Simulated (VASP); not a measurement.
# Mg3Al3Pd2 (Pm-3m) in VASP: a series of runs, part 2 of 3

VASP 6.6.1. The steps go on from the part before.

**4. Single point, PBE**

This run uses another cell than the first one, of 20.45 Å³/atom.

Contents of INCAR:

```
PREC     = Accurate       # precision mode
ENCUT    = 520            # plane-wave cutoff, eV
EDIFF    = 1E-6           # SCF threshold, eV
ISMEAR   = 0              # smearing method
SIGMA    = 0.1            # smearing width, eV
LREAL    = False          # projectors in reciprocal space
LASPH    = True           # aspherical terms in the spheres
NELM     = 60             # most SCF steps
ALGO     = Fast           # electronic algorithm
ISIF     = 2              # what is computed and relaxed
LWAVE    = False          # write WAVECAR
LCHARG   = False          # write CHGCAR
GGA      = PE             # functional
NBANDS   = 28             # bands
```

Contents of KPOINTS:

```
Automatic mesh
0
Gamma
  8 8 8
```

Contents of POSCAR:

```
Mg3Al3Pd2
1.0
    5.4696091047      0.0000000000      0.0000000000
    0.0000000000      5.4696091047      0.0000000000
    0.0000000000      0.0000000000      5.4696091047
Mg Al Pd
3 3 2
Direct
    0.5000000000      0.0000000000      0.0000000000
    0.0000000000      0.5000000000      0.0000000000
    0.0000000000      0.0000000000      0.5000000000
    0.0000000000      0.5000000000      0.5000000000
    0.5000000000      0.0000000000      0.5000000000
    0.5000000000      0.5000000000      0.0000000000
    0.0000000000      0.0000000000      0.0000000000
    0.5000000000      0.5000000000      0.5000000000
```

Potentials or basis: VASP PAW PBE potentials, release 64 (Mg, Al, Pd).

The run is started by

```console
> cat potpaw_PBE.64/Mg/POTCAR potpaw_PBE.64/Al/POTCAR potpaw_PBE.64/Pd/POTCAR > POTCAR
> mpirun -np 1 vasp_std > vasp.out
```

OUTCAR:

```text
PREC = Accurate
   ENCUT = 520
   EDIFF = 1E-6
   ISMEAR = 0
   LREAL = False
   LASPH = True
   NELM = 60
   ISIF = 2
   GGA = PE

 ion  position               nearest neighbor table
   1  0.500  0.000  0.000-   5 2.73   6 2.73   7 2.73   5 2.73   6 2.73   7 2.73
   2  0.000  0.500  0.000-   4 2.73   6 2.73   7 2.73   4 2.73   7 2.73   6 2.73
   3  0.000  0.000  0.500-   4 2.73   5 2.73   7 2.73   7 2.73   4 2.73   5 2.73
   4  0.000  0.500  0.500-   2 2.73   3 2.73   8 2.73   2 2.73   3 2.73   8 2.73
   5  0.500  0.000  0.500-   1 2.73   3 2.73   8 2.73   1 2.73   8 2.73   3 2.73
   6  0.500  0.500  0.000-   1 2.73   2 2.73   8 2.73   8 2.73   1 2.73   2 2.73
   7  0.000  0.000  0.000-   1 2.73   2 2.73   3 2.73   3 2.73   2 2.73   1 2.73
   8  0.500  0.500  0.500-   4 2.73   5 2.73   6 2.73   6 2.73   5 2.73   4 2.73

  LATTYP: Found a simple cubic cell.
 ALAT       =     5.4696091047

  Lattice vectors:

 A1 = (   5.4696091047,   0.0000000000,   0.0000000000)
 A2 = (   0.0000000000,   5.4696091047,   0.0000000000)
 A3 = (   0.0000000000,   0.0000000000,   5.4696091047)

Analysis of symmetry for initial positions (statically):
[... 194 lines left out ...]
 k-point     1 :       0.0000    0.0000    0.0000
  band No.  band energies     occupation
      1      -3.2347      2.00000
      2      -0.2589      2.00000
      3      -0.2589      2.00000
      4       1.9367      2.00000
      5       1.9367      2.00000
      6       2.0569      2.00000
[... 733 lines left out ...]
     27       9.9698      0.00000
     28      10.2662      0.00000

 [... further k-points ...]

------------------------ aborting loop because EDIFF is reached ----------------------------------------

  FORCE on cell =-STRESS in cart. coord.  units (eV):
  Direction    XX          YY          ZZ          XY          YZ          ZX
  --------------------------------------------------------------------------------------
  -------------------------------------------------------------------------------------
  Total       -0.0487338     -0.0487338     -0.0487338     -0.0000000      0.0000000     -0.0000000
  in kB       -0.4771691     -0.4771691     -0.4771691     -0.0000000      0.0000000     -0.0000000
  external PRESSURE =      -0.4771691 kB  Pullay stress =       0.0000000 kB

 VOLUME and BASIS-vectors are now :
 -----------------------------------------------------------------------------
  energy-cutoff  :      520.00
  volume of cell :      163.63
      direct lattice vectors                 reciprocal lattice vectors
     5.469609105  0.000000000  0.000000000     0.182828422  0.000000000  0.000000000
     0.000000000  5.469609105  0.000000000     0.000000000  0.182828422  0.000000000
     0.000000000  0.000000000  5.469609105     0.000000000  0.000000000  0.182828422

 POSITION                                       TOTAL-FORCE (eV/Angst)
 -----------------------------------------------------------------------------------
      2.73480      0.00000      0.00000         0.000000      0.000000      0.000000
      0.00000      2.73480      0.00000         0.000000      0.000000      0.000000
      0.00000      0.00000      2.73480         0.000000      0.000000      0.000000
      0.00000      2.73480      2.73480         0.000000      0.000000      0.000000
      2.73480      0.00000      2.73480         0.000000      0.000000      0.000000
      2.73480      2.73480      0.00000         0.000000      0.000000      0.000000
      0.00000      0.00000      0.00000         0.000000      0.000000      0.000000
      2.73480      2.73480      2.73480         0.000000      0.000000      0.000000
 -----------------------------------------------------------------------------------
    total drift:                                0.000000     -0.000000     -0.000000

  FREE ENERGIE OF THE ION-ELECTRON SYSTEM (eV)
  ---------------------------------------------------
  free  energy   TOTEN  =       -24.8537982111 eV

  energy  without entropy=      -24.8320160074  energy(sigma->0) =      -24.84290711
```

OSZICAR:

```text
N       E                     dE             d eps       ncg     rms          rms(c)
DAV:   1     0.112350614747E+03    0.11235E+03   -0.13052E+04  1960   0.101E+03
DAV:   2    -0.192717137493E+02   -0.13162E+03   -0.11889E+03  2184   0.175E+02
DAV:   3    -0.251453450752E+02   -0.58736E+01   -0.57276E+01  2408   0.333E+01
DAV:   4    -0.252186939000E+02   -0.73349E-01   -0.73242E-01  2260   0.409E+00
DAV:   5    -0.252200217534E+02   -0.13279E-02   -0.13278E-02  2236   0.606E-01    0.457E+00
RMM:   6    -0.249748558654E+02    0.24517E+00   -0.48248E-01  1968   0.383E+00    0.216E+00
RMM:   7    -0.248919992814E+02    0.82857E-01   -0.14206E-01  2002   0.161E+00    0.140E+00
RMM:   8    -0.248552853632E+02    0.36714E-01   -0.92159E-02  2059   0.163E+00    0.344E-01
RMM:   9    -0.248542354991E+02    0.10499E-02   -0.80385E-03  2172   0.452E-01    0.205E-01
RMM:  10    -0.248537789893E+02    0.45651E-03   -0.15519E-03  2172   0.219E-01    0.408E-02
RMM:  11    -0.248537928871E+02   -0.13898E-04   -0.26926E-04  2280   0.783E-02    0.318E-02
RMM:  12    -0.248537980127E+02   -0.51256E-05   -0.65129E-05  2423   0.359E-02    0.312E-02
RMM:  13    -0.248537990554E+02   -0.10427E-05   -0.20091E-05  2191   0.229E-02    0.245E-02
RMM:  14    -0.248537981089E+02    0.94642E-06   -0.10673E-05  2116   0.187E-02    0.248E-03
RMM:  15    -0.248537982111E+02   -0.10215E-06   -0.16436E-06  1394   0.582E-03
   1 F= -.24853798E+02 E0= -.24842907E+02  d E =-.217822E-01
```

It took 76 s on 1 thread of Intel Xeon 6975P-C (Granite Rapids), shared host; peak memory 0.36 GiB.

Results:

- Free energy: -24.8538 eV
- Pressure: 0.0 GPa
- Band gap on the k mesh: zero (an odd number of electrons rules out a gap without spin polarisation)

Levels at points of the mesh, in eV from the Fermi level:
```
           k point  band 14  band 15  band 16  band 17  band 18  band 19  band 20  band 21
(0.00, 0.00, 0.00)    -2.28    -1.82    -1.07    -1.07     0.51     0.51     0.51     2.07
(0.50, 0.00, 0.00)    -1.13    -0.92    -0.92    -0.52    -0.52    -0.42    -0.28     2.18
(0.50, 0.50, 0.00)    -2.13    -0.89    -0.89    -0.30     0.20     0.62     0.62     0.79
(0.50, 0.50, 0.50)    -1.98    -1.98    -1.77    -1.77    -1.77     2.97     2.97     2.97
```

**5. Relaxation of cell and atoms, PBE**

Contents of INCAR:

```
  PREC = Accurate
  ENCUT = 600
  EDIFF = 1E-7
  ISMEAR = 0
  SIGMA = 0.1
  LREAL = False
  LASPH = True
  NELM = 60
  ALGO = Fast
  ISIF = 3
  LWAVE = False
  LCHARG = False
  GGA = PE
  IBRION = 2
  NSW = 90
  EDIFFG = -0.04
```

Contents of KPOINTS:

```
regular mesh
0
Gamma
  4 4 4
```

POSCAR, as its differences from that of step 4:

```diff
@@ -2,5 +2,5 @@
 1.0
-    5.4696091047      0.0000000000      0.0000000000
-    0.0000000000      5.4696091047      0.0000000000
-    0.0000000000      0.0000000000      5.4696091047
+    5.1886543900      0.0000000000      0.0000000000
+    0.0000000000      5.1886543900      0.0000000000
+    0.0000000000      0.0000000000      5.1886543900
 Mg Al Pd
```

Potentials or basis: VASP PAW PBE potentials, release 64 (Mg, Al, Pd).

The run is started by

```console
> cat potpaw_PBE.64/Mg/POTCAR potpaw_PBE.64/Al/POTCAR potpaw_PBE.64/Pd/POTCAR > POTCAR
> mpirun -np 1 vasp_std > vasp.out
```

OUTCAR:

```text
PREC = Accurate
   ENCUT = 600
   EDIFF = 1E-7
   ISMEAR = 0
   LREAL = False
   LASPH = True
   NELM = 60
   ISIF = 3
   GGA = PE
   IBRION = 2
   NSW = 90
   EDIFFG = -0.04

 ion  position               nearest neighbor table
   1  0.500  0.000  0.000-   5 2.59   6 2.59   7 2.59   5 2.59   6 2.59   7 2.59
   2  0.000  0.500  0.000-   4 2.59   6 2.59   7 2.59   4 2.59   7 2.59   6 2.59
   3  0.000  0.000  0.500-   4 2.59   5 2.59   7 2.59   7 2.59   4 2.59   5 2.59
   4  0.000  0.500  0.500-   2 2.59   3 2.59   8 2.59   2 2.59   3 2.59   8 2.59
   5  0.500  0.000  0.500-   1 2.59   3 2.59   8 2.59   1 2.59   8 2.59   3 2.59
   6  0.500  0.500  0.000-   1 2.59   2 2.59   8 2.59   8 2.59   1 2.59   2 2.59
   7  0.000  0.000  0.000-   1 2.59   2 2.59   3 2.59   3 2.59   2 2.59   1 2.59
   8  0.500  0.500  0.500-   4 2.59   5 2.59   6 2.59   6 2.59   5 2.59   4 2.59

  LATTYP: Found a simple cubic cell.
 ALAT       =     5.1886543900

  Lattice vectors:

 A1 = (   5.1886543900,   0.0000000000,   0.0000000000)
 A2 = (   0.0000000000,   5.1886543900,   0.0000000000)
 A3 = (   0.0000000000,   0.0000000000,   5.1886543900)

Analysis of symmetry for initial positions (statically):
=====================================================================
 Subroutine PRICEL returns:
 Original cell was already a primitive cell.

 Routine SETGRP: Setting up the symmetry group for a
 simple cubic supercell.

 Subroutine GETGRP returns: Found 48 space group operations
 (whereof 48 operations were pure point group operations)
 out of a pool of 48 trial point group operations.

The static configuration has the point symmetry O_h .

Analysis of symmetry for dynamics (positions and initial velocities):
=====================================================================
 Subroutine PRICEL returns:
 Original cell was already a primitive cell.

 Routine SETGRP: Setting up the symmetry group for a
 simple cubic supercell.

 Subroutine GETGRP returns: Found 48 space group operations
 (whereof 48 operations were pure point group operations)
 out of a pool of 48 trial point group operations.

The dynamic configuration has the point symmetry O_h .

[... 100 lines left out ...]
   NFREE  =      1    steps in history (QN), initial steepest desc. (CG)
   ISIF   =      3    stress and relaxation
   ISYM   =      2    0-nonsym 1-usesym 2-fastsym
   POTIM  = 0.5000    time-step for ionic-motion
   TEBEG  =    0.0;   TEEND  =   0.0 temperature during run
   PSTRESS=    0.0 pullay stress
   NELECT =      35.0000    total number of electrons
   NUPDOWN=      -1.0000    fix difference up-down
   EMIN   =  10.00;   EMAX   =-10.00  energy-range for DOS
   EFERMI =   0.00;   METHOD = LEGACY
   ISMEAR =     0;   SIGMA  =   0.10  broadening in eV -4-tet -1-fermi 0-gaus
   EFERMI_NEDOS =   21; number of points for ismear=-14 and -15
   IALGO  =     68    algorithm
   IMIX   =      4    mixing-type and parameters
     AMIX     =   0.40;   BMIX     =  1.00
     AMIX_MAG =   1.60;   BMIX_MAG =  1.00
  volume/ion in A,a.u.               =      17.46       117.83
  Fermi-wavevector in a.u.,A,eV,Ry     =   1.032071  1.950331 14.492516  1.065170
  Thomas-Fermi vector in A             =   2.166250
   LORBIT       =      0    0 simple, 1 ext, 2 COOP (PROOUT), +10 PAW based schemes
   GGA     = PE    functional components
   LHFCALC =     F    Hartree Fock is set to
   AEXX    =    0.0000 exact exchange contribution
   IVDW    =     0    specifies the selected vdW correction
   LEPSILON=     F    determine dielectric tensor
   LRPA    =     F    only Hartree local field effects (RPA)
 conjugate gradient relaxation of ions
 non-spin polarized calculation
 RMM-DIIS sequential band-by-band and
 Gauss-broadening in eV      SIGMA  =   0.10
  energy-cutoff  :      600.00
  volume of cell :      139.69
 maximum number of plane-waves:      4700
 NGX is ok and might be reduce to    42
   NGX = 21   NGY = 21   NGZ = 21

--------------------------------------- Ionic step        1  -------------------------------------------

 number of electron      35.0000006 magnetization

 Free energy of the ion-electron system (eV)
  ---------------------------------------------------
  ext. energy  EPLUGINS =         0.00000000
  ---------------------------------------------------
  free energy    TOTEN  =       -24.29296523 eV

  energy without entropy =      -24.28450190  energy(sigma->0) =      -24.28873357

 E-fermi :   6.1631     XC(G=0): -10.2362

 val. band max:        6.0989981857   @ k =   0.5000   0.2500   0.2500
 cond. band min:       6.2874662883   @ k =   0.2500   0.0000   0.0000
 fundamental gap:      0.1884681026
 Fermi energy:         6.1631204749

 k-point     1 :       0.0000    0.0000    0.0000
  band No.  band energies     occupation
      1      -2.6816      2.00000
      2       0.6262      2.00000
      3       0.6262      2.00000
      4       2.8651      2.00000
      5       2.8651      2.00000
      6       2.8651      2.00000
[... 322 lines left out ...]
--------------------------------------- Ionic step        3  -------------------------------------------

 number of electron      35.0000015 magnetization

 Free energy of the ion-electron system (eV)
  ---------------------------------------------------
  ext. energy  EPLUGINS =         0.00000000
  ---------------------------------------------------
  free energy    TOTEN  =       -25.02883293 eV

  energy without entropy =      -25.01702713  energy(sigma->0) =      -25.02293003

 E-fermi :   4.7683     XC(G=0):  -9.6252

 val. band max:        4.7129921805   @ k =   0.5000   0.2500   0.2500
 cond. band min:       4.8463093835   @ k =   0.2500   0.0000   0.0000
 fundamental gap:      0.1333172030
 Fermi energy:         4.7682826415

 k-point     1 :       0.0000    0.0000    0.0000
  band No.  band energies     occupation
      1      -3.2193      2.00000
      2      -0.2358      2.00000
      3      -0.2358      2.00000
      4       1.9756      2.00000
      5       1.9756      2.00000
      6       2.0754      2.00000
[... 274 lines left out ...]
  FREE ENERGIE OF THE ION-ELECTRON SYSTEM (eV)
  ---------------------------------------------------
  free  energy   TOTEN  =       -25.0288329331 eV

  energy  without entropy=      -25.0170271267  energy(sigma->0) =      -25.02293003

 reached required accuracy - stopping structural energy minimisation
```

Run time: 87 s. Hardware: 1 thread of Intel Xeon 6975P-C (Granite Rapids), shared host; peak memory 0.29 GiB.

What came out:

| Item | Value |
| --- | --- |
| Free energy | -25.0288 eV |
| Relaxed volume | 20.31 Å³/atom |
| Relaxed cell | a = 5.457 Å, b = 5.457 Å, c = 5.457 Å, α = 90.00°, β = 90.00°, γ = 90.00° |
| Space group after relaxing (to 0.1 Å) | Pm-3m (No. 221) |
| Energy gained by relaxing | 92.0 meV/atom |
| Ionic steps | 3 |
| Pressure after relaxing | 0.1 GPa |
| Band gap on the k mesh | zero (an odd number of electrons rules out a gap without spin polarisation) |

The path:
```tsv
step	energy change (eV)	largest force (eV/Å)	pressure (GPa)	volume (Å³)
1	0.0000	0.0000	11.75	139.69
2	-0.7150	0.0000	-1.43	167.22
3	-0.7359	0.0000	0.06	162.49
```

Final structure:
```
CELL_PARAMETERS angstrom
5.45682 0.00000 0.00000
0.00000 5.45682 0.00000
0.00000 0.00000 5.45682
ATOMIC_POSITIONS crystal
Mg 0.50000 0.00000 0.00000
Mg 0.00000 0.50000 0.00000
Mg 0.00000 0.00000 0.50000
Al 0.00000 0.50000 0.50000
Al 0.50000 0.00000 0.50000
Al 0.50000 0.50000 0.00000
Pd 0.00000 0.00000 0.00000
Pd 0.50000 0.50000 0.50000
```

Caveat: the volume moved by over 15 % at a fixed basis, so the end points are rough.

(Continued in part 3 of 3.)

The gap in the log of VASP goes by the Fermi energy; the results here count the filled bands.